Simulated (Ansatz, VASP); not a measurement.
**Two plane-wave programs on NiCl**

INCAR

```
SYSTEM = NiCl
PREC = Accurate ; ENCUT = 600
EDIFF = 1E-6 ; ISMEAR = 0
SIGMA = 0.1 ; LREAL = .FALSE.
LASPH = .TRUE. ; NELM = 150
ALGO = Normal ; ISIF = 3
LWAVE = .FALSE. ; LCHARG = .FALSE.
ISPIN = 2 ; MAGMOM = 0.19 0.19 0.02 0.02
LORBIT = 11 ; LMAXMIX = 4
GGA = PE ; IBRION = 2
NSW = 90 ; EDIFFG = -0.04
```

The input KPOINTS:

```
Automatic mesh
0
G
  6 6 2
  0 0 0
```

Contents of POSCAR:

```
NiCl
1.0
    3.4580348618      0.0000000000      0.0000000000
   -1.7290174310      2.9947460375      0.0000000000
    0.0000000000      0.0000000000      9.1991765715
Ni Cl
2 2
Direct
    0.3333333333      0.6666666667      0.2500000000
    0.6666666667      0.3333333333      0.7500000000
    0.3333333333      0.6666666667      0.7500000000
    0.6666666667      0.3333333333      0.2500000000
```

Input for Ansatz:

```yaml
crystal:
  lattice:
    - [3.4580348618, 0.0, 0.0]
    - [-1.729017431, 2.9947460375, 0.0]
    - [0.0, 0.0, 9.1991765715]
  atoms:
    - { symbol: Ni, position: [0.3333333333, 0.6666666667, 0.25], spin: 0.19 }
    - { symbol: Ni, position: [0.6666666667, 0.3333333333, 0.75], spin: 0.19 }
    - { symbol: Cl, position: [0.3333333333, 0.6666666667, 0.75], spin: 0.02 }
    - { symbol: Cl, position: [0.6666666667, 0.3333333333, 0.25], spin: 0.02 }
basis:
  ecutwfc: 420
kpoints:
  mp_grid: { grid: [6, 6, 2] }
hamiltonian:
  xc: pbe
scf:
  occupations: { method: gaussian, width: 0.1 }
  lower_state_search: "off"
output:
  forces: true
  stress: true
  eigenvalues: true
  populations: true
magnetization:
  spin_polarized: true
relax:
  adjacent_minimum: "off"
  f_tol: 0.04
  max_steps: 70
  cell: { stress_tol: 0.4 }
```

Alike in both runs: task relaxation of cell and atoms; functional PBE; k mesh 6 × 6 × 2; occupations gaussian, width 0.1 eV; collinear spin.

|  | VASP | Ansatz |
| --- | --- | --- |
| version | VASP 6.6.1 | Ansatz 0.2.0 |
| potentials or method | VASP PAW PBE potentials, release 64 (Ni, Cl), cutoff 600 eV | scalar-relativistic, plane waves, PAW |
| valence electrons in the cell | 34 | 50 |

Ansatz gave:

* gap on the k mesh at the Fermi level, each at its own relaxed structure (eV): none
* net moment per atom (μB): 0.27
* size of the moment on the site where the two differ most (μB): 0.48
* relaxed volume (Å³/atom): 27.42
* relaxed length of the cell vector where the two differ most in proportion (Å): 9.013

Q: Estimate VASP's values.

A: gap on the k mesh at the Fermi level, each at its own relaxed structure (eV): none; net moment per atom (μB): 0.28; size of the moment on the site where the two differ most (μB): 0.50; relaxed volume (Å³/atom): 28.04; relaxed length of the cell vector where the two differ most in proportion (Å): 9.195.

Site moments also hang on the region over which each program counts them. A gap of «none» marks a metal or a gap that the smearing closes. VASP's potentials hold 34 valence electrons a cell and Ansatz's 50, so a difference there can come from the potentials and not from the codes.

Noted on VASP's run: the volume moved by over 15 % at a fixed basis, so the end points are rough.
